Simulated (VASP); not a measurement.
Set up this calculation in VASP 6.6.1, as the native input.

- Task: relaxation of cell and atoms
- Functional: PBE
- Potentials or basis: VASP PAW PBE potentials, release 64 (Sb, In_d, Bi_d)
- Cutoff: 500 eV
- k mesh: 6 × 6 × 6
- Occupations: fermi-dirac, width 0.02 eV
- Spin: no spin polarisation
- Dipole correction: no
- Further INCAR settings: ALGO = Normal; EDIFF = 1e-07; IBRION = 2; EDIFFG = -0.005; NSW = 80; ISIF = 3

The structure of In4BiSb3 lies in POSCAR:

```
In4BiSb3
1.0
   -3.2434094747      3.2434094747      6.4868189495
    3.2434094747     -3.2434094747      6.4868189495
    3.2434094747      3.2434094747     -6.4868189495
Sb In Bi
3 4 1
Direct
    0.2500000000      0.7500000000      0.5000000000
    0.5000000000      0.5000000000      0.0000000000
    0.7500000000      0.2500000000      0.5000000000
    0.8750000000      0.3750000000      0.0000000000
    0.1250000000      0.1250000000      0.5000000000
    0.3750000000      0.8750000000      0.0000000000
    0.6250000000      0.6250000000      0.5000000000
    0.0000000000      0.0000000000      0.0000000000
```

One way to write it, as run:

INCAR

```
SYSTEM = In4BiSb3
ALGO     = Normal         ! electronic algorithm
EDIFF    = 1E-7           ! SCF threshold, eV
EDIFFG   = -0.005         ! ionic threshold
ENCUT    = 500            ! plane-wave cutoff, eV
GGA      = PE             ! functional
GGA_COMPAT= .False.      
IBRION   = 2              ! ionic algorithm
ISIF     = 3              ! what is computed and relaxed
ISMEAR   = -1             ! smearing method
LASPH    = .True.         ! aspherical terms in the spheres
LCHARG   = .False.        ! write CHGCAR
LREAL    = .False.        ! projectors in reciprocal space
LWAVE    = .False.        ! write WAVECAR
NELM     = 120            ! most SCF steps
NELMIN   = 4            
NSW      = 80             ! ionic steps
PREC     = Accurate       ! precision mode
SIGMA    = 0.02           ! smearing width, eV
```

KPOINTS

```
k-points
0
Gamma
  6 6 6
  0 0 0
```

Potentials or basis: VASP PAW PBE potentials, release 64 (Sb, In_d, Bi_d).

Launch:

```console
$ cat potpaw_PBE.64/Sb/POTCAR potpaw_PBE.64/In_d/POTCAR potpaw_PBE.64/Bi_d/POTCAR > POTCAR
$ mpirun -np 1 vasp_std > vasp.out
```

It gave:

```json
{
  "Relaxed volume": "37.40 Å³/atom",
  "Relaxed cell": "a = 8.192 Å, b = 8.192 Å, c = 8.192 Å, α = 131.82°, β = 131.82°, γ = 70.51°",
  "Space group after relaxing (to 0.1 Å)": "I-42m (No. 121)",
  "Energy gained by relaxing": "42.0 meV/atom",
  "Ionic steps": "10",
  "Pressure after relaxing": "0.0 GPa",
  "Band gap on the k mesh": "zero (filled and empty bands touch)"
}
```

Caveat: spin-orbit coupling is left out, which moves the levels of the heavy elements.

It took 44 min on 1 thread of Intel(R) Xeon(R) 6975P-C (Granite Rapids), with other jobs on the host, peak memory 0.78 GiB.
